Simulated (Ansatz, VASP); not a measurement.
TaN in VASP and in Ansatz

INCAR

```
SYSTEM = TaN
  ALGO = Normal
  EDIFF = 1E-6
  ENCUT = 520
  GGA = PS
  ISIF = 2
  ISMEAR = 0
  LASPH = .True.
  LCHARG = .False.
  LREAL = .False.
  LWAVE = .False.
  NBANDS = 24
  NELM = 80
  PREC = Accurate
  SIGMA = 0.15
```

Contents of KPOINTS:

```
k-points
0
Gamma
  18 18 10
  0 0 0
```

The input POSCAR:

```
TaN
1.0
    3.0500010905      0.0000000000      0.0000000000
   -1.5250005453      2.6413784260      0.0000000000
    0.0000000000      0.0000000000      4.7918000000
Ta N
2 2
Direct
    0.3333333333      0.6666666667      0.0000000000
    0.6666666667      0.3333333333      0.5000000000
    0.3333333333      0.6666666667      0.3850000000
    0.6666666667      0.3333333333      0.8850000000
```

Input for Ansatz:

```yaml
crystal:
  lattice:
    - [3.0500010905, 0.0, 0.0]
    - [-1.5250005453, 2.641378426, 0.0]
    - [0.0, 0.0, 4.7918]
  atoms:
    - { symbol: Ta, position: [0.3333333333, 0.6666666667, 0.0] }
    - { symbol: Ta, position: [0.6666666667, 0.3333333333, 0.5] }
    - { symbol: "N", position: [0.3333333333, 0.6666666667, 0.385] }
    - { symbol: "N", position: [0.6666666667, 0.3333333333, 0.885] }
basis:
  ecutwfc: 420
kpoints:
  mp_grid: { grid: [18, 18, 10] }
hamiltonian:
  xc: pbesol
scf:
  occupations: { method: gaussian, width: 0.15 }
output:
  forces: true
  stress: true
  eigenvalues: true
```

Change from the starting cell: strain +0.000 along x and y, -0.030 along z, atoms carried along.

Alike in both runs: task single point; functional PBEsol; k mesh 18 × 18 × 10; occupations gaussian, width 0.15 eV; no spin polarisation.

|  | VASP | Ansatz |
| --- | --- | --- |
| version | VASP 6.6.1 | Ansatz 0.2.0 |
| potentials or method | VASP PAW PBE potentials, release 64 (Ta_pv, N), cutoff 520 eV | scalar-relativistic, plane waves, PAW |
| valence electrons in the cell | 32 | 36 |

|  | VASP | Ansatz | Ansatz less VASP |
| --- | --- | --- | --- |
| gap on the k mesh at the Fermi level (eV) | none | none | - |
| pressure (GPa) | 151.0 | 147.1 | -3.88 |
| traceless stress, the component that is largest in VASP (GPa) | -7.00 | -7.03 | -0.035 |
| rms of the force components (eV/Å) | 0.382 | 0.384 | +0.0020 |

VASP's potentials were made for PBE, not for PBEsol. Atom by atom the forces differ by 0.002 eV/Å (rms over components). A gap of «none» marks a metal or a gap that the smearing closes. Both programs put the cell under a high pressure, so it lies far from rest at this level. With one functional, cell and mesh, what is left measures potentials, basis and numerics. VASP's potentials hold 32 valence electrons a cell and Ansatz's 36, so a difference there can come from the potentials and not from the codes.

Neither program's run includes spin-orbit coupling. Noted on VASP's run: the cell as given lies far from equilibrium.
